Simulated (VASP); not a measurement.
A run of VASP 6.6.1 is set up as follows.

INCAR

```
ALGO = Normal ; EDIFF = 1E-6
ENCUT = 520 ; GGA = PS
ISIF = 2 ; ISMEAR = 0
LASPH = T ; LCHARG = F
LREAL = F ; LWAVE = F
NBANDS = 16 ; NELM = 80
PREC = Accurate ; SIGMA = 0.05
```

The input KPOINTS:

```
k-points
0
Gamma
  12 12 4
```

Contents of POSCAR:

```
BN
1.0
    2.6423364200      0.0000000000      0.0000000000
   -1.3211682100      2.2883304650      0.0000000000
    0.0000000000      0.0000000000      7.0737988300
B N
2 2
Direct
    0.3333333333      0.6666666667      0.2500000000
    0.6666666667      0.3333333333      0.7500000000
    0.3333333333      0.6666666667      0.7500000000
    0.6666666667      0.3333333333      0.2500000000
```

Potentials or basis: VASP PAW PBE potentials, release 64 (B, N).

Command:

```console
$ cat potpaw_PBE.64/B/POTCAR potpaw_PBE.64/N/POTCAR > POTCAR
$ mpirun -np 1 vasp_std > vasp.out
```

Task: What does it give for the pressure?

Result: -28.6 GPa.

Task: Estimate the band gap on the k mesh.

Result: 3.99 eV, indirect (least direct gap 4.19 eV).

Stress tensor (GPa, compression positive):
```
-42.74   0.00   0.00
  0.00 -42.74   0.00
  0.00   0.00  -0.33
```

Caveat: the PAW data sets were made with another functional, which shifts forces and pressure a little; this functional lacks dispersion, which binds the layers, so the pressure and a relaxed spacing across them are unreliable. A k mesh can miss the band edges.
